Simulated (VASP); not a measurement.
Input of a VASP 6.6.1 run:

The input INCAR:

```
SYSTEM = ZnS
PREC = Accurate
ENCUT = 520
EDIFF = 1E-6
ISMEAR = 0
SIGMA = 0.05
LREAL = .False.
LASPH = .True.
NELM = 60
ALGO = Normal
ISIF = 2
LWAVE = .False.
LCHARG = .True.
GGA = PE
LELF = .True.
LVHAR = .True.
NBANDS = 26
```

Contents of KPOINTS:

```
regular mesh
0
Gamma
  12 12 6
  0 0 0
```

POSCAR

```
ZnS
1.0
    3.6585588303      0.0000000000      0.0000000000
   -1.8292794152      3.3004217586      0.0000000000
    0.0000000000      0.0000000000      6.2340000000
Zn S
2 2
Direct
    0.3333333333      0.6666666667      0.0000000000
    0.6666666667      0.3333333333      0.5000000000
    0.3333333333      0.6666666667      0.3850000000
    0.6666666667      0.3333333333      0.8850000000
```

Potentials or basis: VASP PAW PBE potentials, release 64 (Zn, S).

Launch:

```console
$ cat potpaw_PBE.64/Zn/POTCAR potpaw_PBE.64/S/POTCAR > POTCAR
$ mpirun -np 1 vasp_std > vasp.out
```

**Question.** Estimate the band gap on the k mesh.

**Answer.** 2.30 eV, direct.

**Question.** Estimate the pressure.

**Answer.** 6.4 GPa.

**Question.** Predict the largest force.

**Answer.** 0.630 eV/Å.

Stress tensor (GPa, compression positive):
```
11.14  0.00  0.00
 0.00  5.58  0.00
 0.00  0.00  2.49
```

Caveat: the cell differs from its parent crystal (strain -0.0400 x Voigt [1, 0, 0, 0, 0, 0]). A k mesh can miss the band edges.
